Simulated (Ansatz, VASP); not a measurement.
# One calculation of Ge, two programs

```
CELL_PARAMETERS angstrom
3.82181 0.00000 0.00000
0.00000 4.12393 0.00000
0.00000 0.00000 5.23552
ATOMIC_POSITIONS crystal
Ge 0.50000 0.00000 0.75391
Ge 0.50000 0.00000 0.24609
Ge 0.00000 0.50000 0.00000
Ge 0.00000 0.00000 0.00000
```

Alike in both runs: task relaxation of cell and atoms; functional PBE; k mesh 4 × 4 × 4; occupations gaussian, width 0.1 eV; no spin polarisation.

|  | VASP | Ansatz |
| --- | --- | --- |
| version | VASP 6.6.1 | Ansatz 0.2.0 |
| potentials or method | VASP PAW PBE potentials, release 64 (Ge_d), cutoff 600 eV | scalar-relativistic, plane waves, PAW |
| valence electrons in the cell | 56 | 56 |

VASP gave:

| Item | Value |
| --- | --- |
| gap on the k mesh at the Fermi level, each at its own relaxed structure (eV) | none |
| relaxed volume (Å³/atom) | 29.23 |
| relaxed length of the cell vector where the two differ most in proportion (Å) | 5.166 |

**Question.** What did Ansatz give for the same quantities?

**Answer.** gap on the k mesh at the Fermi level, each at its own relaxed structure (eV): none; relaxed volume (Å³/atom): 29.33; relaxed length of the cell vector where the two differ most in proportion (Å): 5.178.

A gap of «none» marks a metal or a gap that the smearing closes.

The k mesh is coarse, so the values compare programs but aren't converged. Noted on VASP's run: the volume moved by over 15 % at a fixed basis, so the end points are rough.
